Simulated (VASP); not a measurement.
A run of VASP 6.6.1 is set up as follows.

File INCAR:

```
SYSTEM = Ga3Sb
PREC     = Accurate       ! precision mode
ENCUT    = 520            ! plane-wave cutoff, eV
EDIFF    = 1E-6           ! SCF threshold, eV
ISMEAR   = -1             ! smearing method
SIGMA    = 0.05           ! smearing width, eV
LREAL    = .False.        ! projectors in reciprocal space
LASPH    = .True.         ! aspherical terms in the spheres
NELM     = 100            ! most SCF steps
ALGO     = Fast           ! electronic algorithm
ISIF     = 2              ! what is computed and relaxed
LWAVE    = .False.        ! write WAVECAR
LCHARG   = .True.         ! write CHGCAR
GGA      = PE             ! functional
LELF     = .True.         ! ELF
LVHAR    = .True.       
NBANDS   = 30             ! bands
```

File KPOINTS:

```
regular mesh
0
Gamma
  9 9 9
  0 0 0
```

File POSCAR:

```
Ga3Sb
1.0
   -2.1296224639      2.1296224639      4.6961452482
    2.1296224639     -2.1296224639      4.6961452482
    2.1296224639      2.1296224639     -4.6961452482
Sb Ga
1 3
Direct
    0.0000000000      0.0000000000      0.0000000000
    0.5000000000      0.5000000000      0.0000000000
    0.2500000000      0.7500000000      0.5000000000
    0.7500000000      0.2500000000      0.5000000000
```

Potentials or basis: VASP PAW PBE potentials, release 64 (Sb, Ga_d).

Run with:

```bash
$ cat potpaw_PBE.64/Sb/POTCAR potpaw_PBE.64/Ga_d/POTCAR > POTCAR
$ mpirun -np 1 vasp_std > vasp.out
```

Q: Predict the band gap on the k mesh.

A: Zero (bands 22 and 23 overlap by 3.75 eV).

Q: Estimate the pressure.

A: 1.4 GPa.

Stress tensor (GPa, compression positive):
```
1.01 0.00 0.00
0.00 1.01 0.00
0.00 0.00 2.14
```

Caveat: spin-orbit coupling is left out, which moves the levels of the heavy elements.
